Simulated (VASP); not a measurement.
Runs of VASP 6.6.1 on MgB2. The structure is that of space group P6/mmm (No. 191), or close to it. The cells are those of the table. 

```tsv
task	cell	cutoff (eV)	gap on the mesh (eV)	pressure (GPa)
relaxation of shape and atoms at fixed volume	relaxed from a = 3.058, b = 3.058, c = 3.490 Å, angles 90.0, 90.0, 120.0°, 3 atoms	600	none	2.7
relaxation of shape and atoms at fixed volume	relaxed from a = 3.099, b = 3.099, c = 3.537 Å, angles 90.0, 90.0, 120.0°, 3 atoms	600	none	-3.0
single point	a = 3.078, b = 3.078, c = 3.514 Å, angles 90.0, 90.0, 120.0°, 3 atoms	520	none	(a)
relaxation of shape and atoms at fixed volume	relaxed from a = 3.040, b = 3.040, c = 3.458 Å, angles 90.0, 90.0, 120.0°, 3 atoms	600	none	6.0
single point	a = 3.111, b = 3.111, c = 3.578 Å, angles 90.0, 90.0, 120.0°, 3 atoms	520	none	-5.5
single point	a = 3.044, b = 3.044, c = 3.449 Å, angles 90.0, 90.0, 120.0°, 3 atoms	520	none	6.1
single point	a = 3.095, b = 3.095, c = 3.546 Å, angles 90.0, 90.0, 120.0°, 3 atoms	520	none	-3.0
single point	a = 3.061, b = 3.061, c = 3.482 Å, angles 90.0, 90.0, 120.0°, 3 atoms	520	none	2.8
```

Alike in all rows: level PBE; potentials or basis VASP PAW PBE potentials, release 64 (Mg, B); no spin polarisation; k mesh 12 × 12 × 10; smearing gaussian 0.05 eV.

Estimate the missing entries.

(a) -0.3.

A gap of «none» marks levels without a gap at the run's occupations.
